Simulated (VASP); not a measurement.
A run of VASP 6.6.1 is set up as follows.

File INCAR:

```
  PREC = Accurate
  ENCUT = 520
  EDIFF = 1E-6
  ISMEAR = 0
  SIGMA = 0.05
  LREAL = F
  LASPH = T
  NELM = 100
  ALGO = Normal
  ISIF = 2
  LWAVE = F
  LCHARG = F
  GGA = CA
  NBANDS = 8
```

KPOINTS

```
regular mesh
0
Gamma
  12 12 12
```

POSCAR

```
N
1.0
    2.1974170000      0.0000000000      0.0000000000
    1.0987085000      1.9030189447      0.0000000000
    1.0987085000      0.6343396482      1.7941834674
N
1
Direct
    0.0000000000      0.0000000000      0.0000000000
```

Potentials or basis: VASP PAW LDA potentials, release 64 (N).

Command:

```sh
$ cat potpaw_LDA.64/N/POTCAR > POTCAR
$ mpirun -np 1 vasp_std > vasp.out
```

**Question.** Predict the pressure.

**Answer.** -11.5 GPa.
